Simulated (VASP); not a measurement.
Set up this calculation in VASP 6.6.1, as the native input.

- Task: relaxation of the atoms
- Functional: PBE
- Potentials or basis: VASP PAW PBE potentials, release 64 (Si)
- Cutoff: 450 eV
- k mesh: 2 × 2 × 2
- Occupations: gaussian, width 0.05 eV
- Spin: no spin polarisation
- Dipole correction: no
- Further INCAR settings: ALGO = Normal; EDIFF = 1e-07; IBRION = 2; EDIFFG = -0.03; NSW = 80

The structure of Si (a cell with a defect) lies in POSCAR:

```
Si
1.0
    0.0000000000      5.4300000000      5.4300000000
    5.4300000000      0.0000000000      5.4300000000
    5.4300000000      5.4300000000      0.0000000000
Si
17
Direct
    0.0000000000      0.0000000000      0.0000000000
    0.1250000000      0.1250000000      0.1250000000
    0.0000000000      0.0000000000      0.5000000000
    0.1250000000      0.1250000000      0.6250000000
    0.0000000000      0.5000000000      0.0000000000
    0.1250000000      0.6250000000      0.1250000000
    0.0000000000      0.5000000000      0.5000000000
    0.1250000000      0.6250000000      0.6250000000
    0.5000000000      0.0000000000      0.0000000000
    0.6250000000      0.1250000000      0.1250000000
    0.5000000000      0.0000000000      0.5000000000
    0.6250000000      0.1250000000      0.6250000000
    0.5000000000      0.5000000000      0.0000000000
    0.6250000000      0.6250000000      0.1250000000
    0.5000000000      0.5000000000      0.5000000000
    0.6250000000      0.6250000000      0.6250000000
    0.3891987400      0.8792080800      0.3630939500
```

The input as run:

INCAR

```
ALGO = Normal ; EDIFF = 1E-7
EDIFFG = -0.03 ; ENCUT = 450
GGA = PE ; GGA_COMPAT = False
IBRION = 2 ; ISIF = 2
ISMEAR = 0 ; LASPH = True
LCHARG = False ; LREAL = False
LWAVE = False ; NELM = 120
NELMIN = 4 ; NSW = 80
PREC = Accurate ; SIGMA = 0.05
```

KPOINTS

```
k-points
0
Gamma
  2 2 2
```

Potentials or basis: VASP PAW PBE potentials, release 64 (Si).

Command:

```sh
$ cat potpaw_PBE.64/Si/POTCAR > POTCAR
$ mpirun -np 1 vasp_std > vasp.out
```

It gave:

```
Energy gained by relaxing    : 10.2 meV/atom
Ionic steps                  : 10
Pressure after relaxing      : 5.3 GPa
Largest force after relaxing : 0.020 eV/Å
Band gap on the k mesh       : zero (bands 34 and 35 overlap by 0.25 eV)
```

Caveat: the k points lie up to 0.50 Å⁻¹ apart.

It took 8.7 min on 1 thread of Intel(R) Xeon(R) Platinum 8375C CPU @ 2.90GHz (Ice Lake) (shared host), peak memory 0.41 GiB.
